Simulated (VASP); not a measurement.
A run of VASP 6.6.1 is set up as follows.

The input POSCAR:

```
AlNi2
1.0
    3.3818661704      0.0000000000      0.0000000000
   -1.6909330852      2.9287820158      0.0000000000
    0.0000000000      0.0000000000      4.9093310339
Al Ni
2 4
Direct
    0.3333333333      0.6666666667      0.1899341817
    0.6666666667      0.3333333333      0.8100658183
    0.3333333333      0.6666666667      0.6853320868
    0.6666666667      0.3333333333      0.3146679132
    0.0000000000      0.0000000000      0.5000000000
    0.0000000000      0.0000000000      0.0000000000
```

The input INCAR.step1:

```
PREC = Accurate
ENCUT = 520
ISMEAR = 0
SIGMA = 0.15
LREAL = False
LASPH = True
NELM = 80
NBANDS = 32
GGA = PE
ALGO = Normal
EDIFF = 1E-4
LWAVE = True
LCHARG = False
```

INCAR.step2

```
PREC = Accurate
ENCUT = 520
EDIFF = 1E-7
ISMEAR = 0
SIGMA = 0.15
LREAL = False
LASPH = True
NELM = 80
ALGO = Normal
ISIF = 2
LWAVE = False
LCHARG = True
METAGGA = R2SCAN
LMIXTAU = True
LELF = True
LVHAR = True
NBANDS = 32
ISTART = 1
```

The input KPOINTS:

```
regular mesh
0
Gamma
  12 12 10
```

Potentials or basis: VASP PAW PBE potentials, release 64 (Al, Ni).

Launch:

```console
$ cat potpaw_PBE.64/Al/POTCAR potpaw_PBE.64/Ni/POTCAR > POTCAR
$ cp INCAR.step1 INCAR
$ mpirun -np 1 vasp_std > vasp.out
$ cp INCAR.step2 INCAR
$ mpirun -np 1 vasp_std > vasp.out
```

Predict the pressure.

138.2 GPa.

What does it give for the band gap on the k mesh?

Zero (bands 23 and 24 overlap by 3.60 eV).

Predict the largest force.

0.568 eV/Å.

Stress tensor (GPa, compression positive):
```
169.49   0.00   0.00
  0.00 169.49   0.00
  0.00   0.00  75.51
```

Caveat: the cell differs from its parent crystal (strain -0.1500 x Voigt [1, 1, 0, 0, 0, 0]); the stress differs along the axes, from 76 to 169 GPa; the PAW data sets were made with another functional, which shifts forces and pressure a little. Spin polarisation is off, so any magnetic state and its effect on volume and gap are missing.
